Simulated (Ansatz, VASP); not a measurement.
## One calculation of Os, two programs

INCAR

```
  PREC = Accurate
  ENCUT = 520
  EDIFF = 1E-6
  ISMEAR = -1
  SIGMA = 0.08
  LREAL = F
  LASPH = T
  NELM = 80
  ALGO = Normal
  ISIF = 2
  LWAVE = F
  LCHARG = F
  GGA = PE
  NBANDS = 15
```

Contents of KPOINTS:

```
regular mesh
0
Gamma
  18 18 10
```

POSCAR

```
Os
1.0
    2.7536411952      0.0000000000      0.0000000000
   -1.3768205976      2.3847232280      0.0000000000
    0.0000000000      0.0000000000      4.3491200764
Os
2
Direct
    0.3333333333      0.6666666667      0.2500000000
    0.6666666667      0.3333333333      0.7500000000
```

Input for Ansatz:

```yaml
crystal:
  lattice:
    - [2.7536411952, 0.0, 0.0]
    - [-1.3768205976, 2.384723228, 0.0]
    - [0.0, 0.0, 4.3491200764]
  atoms:
    - { symbol: Os, position: [0.3333333333, 0.6666666667, 0.25] }
    - { symbol: Os, position: [0.6666666667, 0.3333333333, 0.75] }
kpoints:
  mp_grid: { grid: [18, 18, 10] }
scf:
  occupations: { method: fermi_dirac, width: 0.08 }
hamiltonian:
  xc: pbe
  pseudopotentials: { kind: all_electron, datasets: crystal }
output:
  forces: true
  stress: true
  eigenvalues: true
```

Change from the starting cell: volume scaled by 1, crystal datasets.

Alike in both runs: task single point; functional PBE; k mesh 18 × 18 × 10; occupations fermi-dirac, width 0.08 eV; no spin polarisation.

|  | VASP | Ansatz |
| --- | --- | --- |
| version | VASP 6.6.1 | Ansatz 0.2.0 |
| potentials or method | VASP PAW PBE potentials, release 64 (Os), cutoff 520 eV | all-electron PAW with datasets made for the crystal, scalar-relativistic |

Ansatz gave:

| Item | Value |
| --- | --- |
| pressure (GPa) | 0.0 |
| traceless stress, the component that is largest in VASP (GPa) | 0.00 |

Task: Which values does VASP return?

Result: Pressure (GPa): -0.2; traceless stress, the component that is largest in VASP (GPa): -0.07.

Ansatz ran all-electron here, and VASP with PAW potentials.

Neither program's run includes spin-orbit coupling.
